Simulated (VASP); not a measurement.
# Rb (Fm-3m) in VASP: single point with PBE+D3(BJ)

Aim: the single point of Rb with PBE+D3(BJ).

Everything below comes from runs of VASP 6.6.1. Logs are shortened: lines on timing, memory, paths and dates and some standing lists are left out, and cuts for length are marked.

### Step 1. The cell of the first run

The structure is cubic, space group Fm-3m (No. 225). Conventional cell: a = 7.280 Å, b = 7.280 Å, c = 7.280 Å, α = 90.00°, β = 90.00°, γ = 90.00°.

This isn't the form of Rb at room conditions, which is bcc.

### Step 2. Single point, PBE+D3(BJ)

Contents of INCAR:

```
SYSTEM = Rb
  PREC = Accurate
  ENCUT = 520
  EDIFF = 1E-7
  ISMEAR = 0
  SIGMA = 0.15
  LREAL = .FALSE.
  LASPH = .TRUE.
  NELM = 80
  ALGO = Normal
  ISIF = 2
  LWAVE = .FALSE.
  LCHARG = .TRUE.
  GGA = PE
  IVDW = 12
  LELF = .TRUE.
  LVHAR = .TRUE.
  NBANDS = 10
```

Contents of KPOINTS:

```
regular mesh
0
G
  12 12 12
  0 0 0
```

Contents of POSCAR:

```
Rb
1.0
    0.0000000000      3.6398846700      3.6398846700
    3.6398846700      0.0000000000      3.6398846700
    3.6398846700      3.6398846700      0.0000000000
Rb
1
Direct
    0.0000000000      0.0000000000      0.0000000000
```

Potentials or basis: VASP PAW PBE potentials, release 64 (Rb_sv).

The run is started by

```sh
cat potpaw_PBE.64/Rb_sv/POTCAR > POTCAR
mpirun -np 1 vasp_std > vasp.out
```

OUTCAR:

```text
SYSTEM = Rb
   PREC = Accurate
   ENCUT = 520
   EDIFF = 1E-7
   ISMEAR = 0
   LREAL = .FALSE.
   LASPH = .TRUE.
   NELM = 80
   ISIF = 2
   GGA = PE
   IVDW = 12
 IVDW          = 12

 ion  position               nearest neighbor table
   1  0.000  0.000  0.000-

  LATTYP: Found a face centered cubic cell.
 ALAT       =     7.2797693400

  Lattice vectors:

 A1 = (   0.0000000000,   3.6398846700,   3.6398846700)
 A2 = (   3.6398846700,   0.0000000000,   3.6398846700)
 A3 = (   3.6398846700,   3.6398846700,   0.0000000000)

Analysis of symmetry for initial positions (statically):
=====================================================================
 Subroutine PRICEL returns:
 Original cell was already a primitive cell.

 Routine SETGRP: Setting up the symmetry group for a
 face centered cubic supercell.

 Subroutine GETGRP returns: Found 48 space group operations
 (whereof 48 operations were pure point group operations)
 out of a pool of 48 trial point group operations.

The static configuration has the point symmetry O_h .

Analysis of symmetry for dynamics (positions and initial velocities):
=====================================================================
 Subroutine PRICEL returns:
 Original cell was already a primitive cell.

 Routine SETGRP: Setting up the symmetry group for a
 face centered cubic supercell.

 Subroutine GETGRP returns: Found 48 space group operations
 (whereof 48 operations were pure point group operations)
 out of a pool of 48 trial point group operations.

The dynamic configuration has the point symmetry O_h .

 Subroutine INISYM returns: Found 48 space group operations
 (whereof 48 operations are pure point group operations),
 and found     1 'primitive' translations

----------------------------------------------------------------------------------------

                                     Primitive cell

  volume of cell :      96.4479

  direct lattice vectors                    reciprocal lattice vectors
     0.000000000  3.639884670  3.639884670    -0.137366990  0.137366990  0.137366990
     3.639884670  0.000000000  3.639884670     0.137366990 -0.137366990  0.137366990
     3.639884670  3.639884670  0.000000000     0.137366990  0.137366990 -0.137366990

  length of vectors
     5.147574266  5.147574266  5.147574266     0.237926605  0.237926605  0.237926605

  position of ions in fractional coordinates (direct lattice)
     0.000000000  0.000000000  0.000000000

  ion indices of the primitive-cell ions
   primitive index   ion index
                 1           1

----------------------------------------------------------------------------------------

 KPOINTS: regular mesh

Automatic generation of k-mesh.
 Grid dimensions read from file:
 generate k-points for:   12   12   12

 Generating k-lattice:

  Cartesian coordinates                     Fractional coordinates (reciprocal lattice)
    -0.011447249  0.011447249  0.011447249     0.083333333  0.000000000  0.000000000
     0.011447249 -0.011447249  0.011447249     0.000000000  0.083333333  0.000000000
     0.011447249  0.011447249 -0.011447249     0.000000000  0.000000000  0.083333333

  Length of vectors
     0.019827217  0.019827217  0.019827217

  Shift w.r.t. Gamma in fractional coordinates (k-lattice)
     0.000000000  0.000000000  0.000000000

 Subroutine IBZKPT returns following result:
 ===========================================

 Found     72 irreducible k-points:

 Following reciprocal coordinates:
            Coordinates               Weight
  0.000000  0.000000  0.000000      1.000000
  0.083333  0.000000  0.000000      8.000000
  0.166667  0.000000  0.000000      8.000000
  0.250000  0.000000  0.000000      8.000000
  0.333333  0.000000  0.000000      8.000000
  0.416667  0.000000  0.000000      8.000000
[... 16 lines left out ...]
  0.500000  0.166667  0.000000     24.000000
 -0.416667  0.166667  0.000000     24.000000
 [... further k-points ...]
   k-points           NKPTS =     72   k-points in BZ     NKDIM =     72   number of bands    NBANDS=     10
   number of dos      NEDOS =    301   number of ions     NIONS =      1
   total plane-waves  NPLWV =  64000
   dimension x,y,z NGX =    40 NGY =   40 NGZ =   40
   dimension x,y,z NGXF=    80 NGYF=   80 NGZF=   80
   ions per type =               1
   NGX,Y,Z   is equivalent  to a cutoff of  12.92, 12.92, 12.92 a.u.
   NGXF,Y,Z  is equivalent  to a cutoff of  25.84, 25.84, 25.84 a.u.
 SYSTEM =  Rb
   PREC   = accura    normal or accurate (medium, high low for compatibility)
   ISTART =      0    job   : 0-new  1-cont  2-samecut
   ICHARG =      2    charge: 1-file 2-atom 10-const
   ISPIN  =      1    spin polarized calculation?
   LNONCOLLINEAR =      F non collinear calculations
   LSORBIT =      F    spin-orbit coupling
   LASPH  =      T    aspherical Exc in radial PAW
   ENCUT  =  520.0 eV  38.22 Ry    6.18 a.u.   9.57  9.57  9.57*2*pi/ulx,y,z
   NELM   =     80;   NELMIN=  2; NELMDL= -5     # of ELM steps
   EDIFF  = 0.1E-06   stopping-criterion for ELM
   LREAL  =      F    real-space projection
   EDIFFG = 0.1E-05   stopping-criterion for IOM
   NSW    =      0    number of steps for IOM
   IBRION =     -1    ionic relax: 0-MD 1-quasi-New 2-CG
   NFREE  =      0    steps in history (QN), initial steepest desc. (CG)
   ISIF   =      2    stress and relaxation
   ISYM   =      2    0-nonsym 1-usesym 2-fastsym
   POTIM  = 0.5000    time-step for ionic-motion
   TEBEG  =    0.0;   TEEND  =   0.0 temperature during run
   PSTRESS=    0.0 pullay stress
   NELECT =       9.0000    total number of electrons
   NUPDOWN=      -1.0000    fix difference up-down
   EMIN   =  10.00;   EMAX   =-10.00  energy-range for DOS
   EFERMI =   0.00;   METHOD = LEGACY
   ISMEAR =     0;   SIGMA  =   0.15  broadening in eV -4-tet -1-fermi 0-gaus
   EFERMI_NEDOS =   21; number of points for ismear=-14 and -15
   IALGO  =     38    algorithm
   IMIX   =      4    mixing-type and parameters
     AMIX     =   0.40;   BMIX     =  1.00
     AMIX_MAG =   1.60;   BMIX_MAG =  1.00
  volume/ion in A,a.u.               =      96.45       650.86
  Fermi-wavevector in a.u.,A,eV,Ry     =   0.742548  1.403213  7.501953  0.551378
  Thomas-Fermi vector in A             =   1.837453
   LORBIT       =      0    0 simple, 1 ext, 2 COOP (PROOUT), +10 PAW based schemes
   GGA     = PE    functional components
   LHFCALC =     F    Hartree Fock is set to
   AEXX    =    0.0000 exact exchange contribution
   IVDW    =    12    specifies the selected vdW correction
   LEPSILON=     F    determine dielectric tensor
   LRPA    =     F    only Hartree local field effects (RPA)
 non-spin polarized calculation
 Gauss-broadening in eV      SIGMA  =   0.15
  energy-cutoff  :      520.00
  volume of cell :       96.45
 maximum number of plane-waves:      2652
 NGX is ok and might be reduce to    40
   NGX = 19   NGY = 19   NGZ = 19

 number of electron       9.0000000 magnetization

 Free energy of the ion-electron system (eV)
  ---------------------------------------------------
  ext. energy  EPLUGINS =         0.00000000
  ---------------------------------------------------
  free energy    TOTEN  =        -0.94016797 eV

  energy without entropy =       -0.93012181  energy(sigma->0) =       -0.93514489

 E-fermi :  -0.1223     XC(G=0):  -5.3277

 val. band max:       -0.1445158391   @ k =  -0.4167   0.0833   0.0000
 cond. band min:      -0.0418753696   @ k =   0.5000   0.3333   0.0833
 fundamental gap:      0.1026404695
 Fermi energy:        -0.1222510932

 k-point     1 :       0.0000    0.0000    0.0000
  band No.  band energies     occupation
      1     -29.0437      2.00000
      2     -13.0921      2.00000
      3     -13.0921      2.00000
      4     -13.0921      2.00000
      5      -2.0108      2.00000
      6       3.4270      0.00000
      7       3.4270      0.00000
      8       3.4270      0.00000
      9       4.7061      0.00000
     10       4.7061      0.00000

 k-point     2 :       0.0833    0.0000    0.0000
  band No.  band energies     occupation
      1     -29.0436      2.00000
      2     -13.0973      2.00000
      3     -13.0928      2.00000
      4     -13.0928      2.00000
      5      -1.9372      2.00000
      6       3.2092      0.00000
      7       3.4589      0.00000
      8       3.4589      0.00000
      9       4.6152      0.00000
     10       4.6152      0.00000

 k-point     3 :       0.1667    0.0000    0.0000
  band No.  band energies     occupation
      1     -29.0430      2.00000
      2     -13.1115      2.00000
      3     -13.0947      2.00000
      4     -13.0947      2.00000
      5      -1.7203      2.00000
      6       2.7266      0.00000
      7       3.5139      0.00000
      8       3.5139      0.00000
      9       4.4811      0.00000
     10       4.4811      0.00000

 k-point     4 :       0.2500    0.0000    0.0000
  band No.  band energies     occupation
      1     -29.0423      2.00000
      2     -13.1307      2.00000
      3     -13.0974      2.00000
      4     -13.0974      2.00000
      5      -1.3726      2.00000
      6       2.1562      0.00000
      7       3.4844      0.00000
      8       3.4844      0.00000
      9       4.5411      0.00000
     10       4.5411      0.00000
[... 222 lines left out ...]
 k-point    22 :       0.4167    0.1667    0.0000
  band No.  band energies     occupation
      1     -29.0411      2.00000
      2     -13.1526      2.00000
      3     -13.1099      2.00000
      4     -13.1070      2.00000
      5      -0.5123      1.99976
      6       1.4516      0.00000
      7       2.6867      0.00000
      8       3.4580      0.00000
      9       4.2637      0.00000
     10       5.4559      0.00000

 k-point    23 :       0.5000    0.1667    0.0000
  band No.  band energies     occupation
      1     -29.0407      2.00000
      2     -13.1608      2.00000
      3     -13.1140      2.00000
      4     -13.1071      2.00000
      5       0.0313      0.14772
      6       0.8798      0.00000
      7       2.5806      0.00000
      8       3.3988      0.00000
      9       4.3617      0.00000
     10       5.4803      0.00000

 k-point    24 :      -0.4167    0.1667    0.0000
  band No.  band energies     occupation
      1     -29.0407      2.00000
      2     -13.1615      2.00000
      3     -13.1165      2.00000
      4     -13.1056      2.00000
      5       0.2066      0.00193
      6       0.7078      0.00000
      7       2.5157      0.00000
      8       3.3942      0.00000
      9       4.5172      0.00000
     10       5.2237      0.00000

 [... further k-points ...]

------------------------ aborting loop because EDIFF is reached ----------------------------------------

 Edisp (eV)   -0.09570

 E8    (eV) :    -0.0550

  FORCE on cell =-STRESS in cart. coord.  units (eV):
  Direction    XX          YY          ZZ          XY          YZ          ZX
  --------------------------------------------------------------------------------------
  -------------------------------------------------------------------------------------
  Total      -0.17672    -0.17672    -0.17672    -0.00000    -0.00000    -0.00000
  in kB      -2.93560    -2.93560    -2.93560    -0.00000    -0.00000    -0.00000
  external pressure =       -2.94 kB  Pullay stress =        0.00 kB

 VOLUME and BASIS-vectors are now :
 -----------------------------------------------------------------------------
  energy-cutoff  :      520.00
  volume of cell :       96.45
      direct lattice vectors                 reciprocal lattice vectors
     0.000000000  3.639884670  3.639884670    -0.137366990  0.137366990  0.137366990
     3.639884670  0.000000000  3.639884670     0.137366990 -0.137366990  0.137366990
     3.639884670  3.639884670  0.000000000     0.137366990  0.137366990 -0.137366990

 POSITION                                       TOTAL-FORCE (eV/Angst)
 -----------------------------------------------------------------------------------
      0.00000      0.00000      0.00000         0.000000     -0.000000      0.000000
 -----------------------------------------------------------------------------------
    total drift:                               -0.000000     -0.000000     -0.000000

  FREE ENERGIE OF THE ION-ELECTRON SYSTEM (eV)
  ---------------------------------------------------
  free  energy   TOTEN  =        -1.0358669772 eV

  energy  without entropy=       -1.0258208117  energy(sigma->0) =       -1.03084389
```

It took 1.8 min on 1 thread of AMD EPYC 7R13, shared host; peak memory 0.24 GiB.

Results:

| Item | Value |
| --- | --- |
| Free energy | -1.0359 eV |
| Pressure | -0.3 GPa |
| Band gap on the k mesh | zero (an odd number of electrons rules out a gap without spin polarisation) |
| Dispersion energy per atom | -0.096 eV |

The gap in the log of VASP goes by the Fermi energy; the results here count the filled bands.